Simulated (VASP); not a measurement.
CuI:

```
CELL_PARAMETERS angstrom
4.14734 0.00000 0.00000
-2.07367 3.59170 0.00000
0.00000 0.00000 6.33636
ATOMIC_POSITIONS crystal
Cu 0.00000 0.00000 0.00000
Cu 0.00000 0.00000 0.50000
I 0.33333 0.66667 0.25000
I 0.66667 0.33333 0.75000
```

Base run:

```yaml
Program: VASP 6.6.1
Functional: r2SCAN
Potentials_or_basis: VASP PAW PBE potentials, release 64 (Cu, I)
Cutoff: 520 eV
k_mesh: 6 × 6 × 4
Occupations: gaussian, width 0.01 eV
Spin: no spin polarisation
```

Its results: band gap on the k mesh 0.83 eV (least direct gap 1.30 eV); pressure 0.1 GPa.

Problem. The run is repeated on the same cell with these changes: functional from r2SCAN to PBE. What comes out?

Solution. Band gap on the k mesh 0.49 eV (least direct gap 0.70 eV); pressure 0.6 GPa.

Caveats: spin-orbit coupling is left out, which moves the levels of the heavy elements; the PAW data sets were made with another functional, which shifts forces and pressure a little (at least some runs).

A k mesh can miss the band edges.
